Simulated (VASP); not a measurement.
A run of VASP 6.6.1:

INCAR

```
SYSTEM = KF
  ALGO = Normal
  EDIFF = 1E-6
  ENCUT = 520
  GGA = PS
  ISIF = 2
  ISMEAR = -1
  LASPH = .TRUE.
  LCHARG = .TRUE.
  LELF = .TRUE.
  LREAL = .FALSE.
  LVHAR = .TRUE.
  LWAVE = .FALSE.
  NBANDS = 15
  NELM = 80
  PREC = Accurate
  SIGMA = 0.05
```

Contents of KPOINTS:

```
k-points
0
G
  9 9 9
  0 0 0
```

File POSCAR:

```
KF
1.0
    0.0000000000      2.7070099531      2.7070099531
    2.7070099531      0.0000000000      2.7070099531
    2.7070099531      2.7070099531      0.0000000000
K F
1 1
Direct
    0.0000000000      0.0000000000      0.0000000000
    0.5000000000      0.5000000000      0.5000000000
```

Potentials or basis: VASP PAW PBE potentials, release 64 (K_sv, F).

Run with:

```console
$ cat potpaw_PBE.64/K_sv/POTCAR potpaw_PBE.64/F/POTCAR > POTCAR
$ mpirun -np 1 vasp_std > vasp.out
```

Hardware: 1 thread of AMD EPYC 9R45 96-Core Processor (Zen 5), on a shared host.

**Question.** Estimate the wall time of this run.

**Answer.** It took 9.9 s on 1 thread of AMD EPYC 9R45 96-Core Processor (Zen 5), with other jobs on the host, peak memory 0.13 GiB. Counts: scf iterations 13, k points 35.
